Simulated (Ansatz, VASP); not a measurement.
Two plane-wave programs on Hg

File INCAR:

```
ALGO = Fast
EDIFF = 1E-6
ENCUT = 520
GGA = PE
ISIF = 2
ISMEAR = -1
LASPH = T
LCHARG = F
LREAL = F
LWAVE = F
NBANDS = 25
NELM = 80
PREC = Accurate
SIGMA = 0.05
```

KPOINTS

```
k-points
0
Gamma
  7 7 7
```

POSCAR

```
Hg
1.0
    4.5400000000      0.0000000000      0.0000000000
   -2.2700000000      3.9317553332      0.0000000000
    0.0000000000      0.0000000000      3.8700000000
Hg
3
Direct
    0.6666666667      0.3333333333      0.5000000000
    0.0000000000      0.0000000000      0.0000000000
    0.3333333333      0.6666666667      0.5000000000
```

The input input.yaml:

```yaml
crystal:
  lattice:
    - [4.54, 0.0, 0.0]
    - [-2.27, 3.9317553332, 0.0]
    - [0.0, 0.0, 3.87]
  atoms:
    - { symbol: Hg, position: [0.6666666667, 0.3333333333, 0.5] }
    - { symbol: Hg, position: [0.0, 0.0, 0.0] }
    - { symbol: Hg, position: [0.3333333333, 0.6666666667, 0.5] }
hamiltonian:
  xc: pbe
  pseudopotentials: { kind: paw }
kpoints:
  mp_grid: { grid: [7, 7, 7] }
scf:
  occupations: { method: fermi_dirac, width: 0.05 }
output:
  forces: true
  stress: true
  eigenvalues: true
```

Alike in both runs: task single point; functional PBE; k mesh 7 × 7 × 7; occupations fermi-dirac, width 0.05 eV; no spin polarisation.

|  | VASP | Ansatz |
| --- | --- | --- |
| version | VASP 6.6.1 | Ansatz 0.2.0 |
| potentials or method | VASP PAW PBE potentials, release 64 (Hg) | Ansatz PAW |
| plane-wave cutoff (eV) | 520 | 420 |
| valence electrons in the cell | 36 | 60 |

VASP gave:

| Item | Value |
| --- | --- |
| gap on the k mesh at the Fermi level (eV) | none |
| pressure (GPa) | 13.6 |
| traceless stress, the component that is largest in VASP (GPa) | -9.36 |

Estimate Ansatz's values.

gap on the k mesh at the Fermi level (eV): none; pressure (GPa): 12.8; traceless stress, the component that is largest in VASP (GPa): -8.80.

A gap of «none» marks a metal or a gap that the smearing closes. VASP's potentials hold 36 valence electrons a cell and Ansatz's 60, so a difference there can come from the potentials and not from the codes.

Spin-orbit coupling is off throughout.
